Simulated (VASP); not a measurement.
Write the native input for VASP 6.6.1 that does the following.

```
Task                   : single point
Functional             : LDA
Potentials or basis    : VASP PAW LDA potentials, release 64 (Sr_sv, Cl)
Cutoff                 : 520 eV
k mesh                 : 8 × 8 × 8
Occupations            : fermi-dirac, width 0.01 eV
Spin                   : no spin polarisation
Dipole correction      : no
Further INCAR settings : ALGO = Normal; EDIFF = 1e-06; NBANDS = 19
```

The structure of SrCl2 lies in POSCAR:

```
SrCl2
1.0
    0.0000000000      3.4143473819      3.4143473819
    3.4143473819      0.0000000000      3.4143473819
    3.4143473819      3.4143473819      0.0000000000
Sr Cl
1 2
Direct
    0.0000000000      0.0000000000      0.0000000000
    0.2500000000      0.2500000000      0.2500000000
    0.7500000000      0.7500000000      0.7500000000
```

The input as run:

INCAR

```
ALGO = Normal ; EDIFF = 1E-6
ENCUT = 520 ; ISIF = 2
ISMEAR = -1 ; LASPH = True
LCHARG = False ; LREAL = False
LWAVE = False ; NBANDS = 19
NELM = 80 ; PREC = Accurate
SIGMA = 0.01
```

KPOINTS

```
k-points
0
Gamma
  8 8 8
```

Potentials or basis: VASP PAW LDA potentials, release 64 (Sr_sv, Cl).

The run is started by

```bash
$ cat potpaw_LDA.64/Sr_sv/POTCAR potpaw_LDA.64/Cl/POTCAR > POTCAR
$ mpirun -np 1 vasp_std > vasp.out
```

It gave:

| Quantity | Value |
| --- | --- |
| Pressure | -0.4 GPa |
| Band gap on the k mesh | 5.11 eV |

Wall time 17 s on 1 thread of Intel(R) Xeon(R) Platinum 8488C (Sapphire Rapids), on a shared host, peak memory 0.19 GiB.
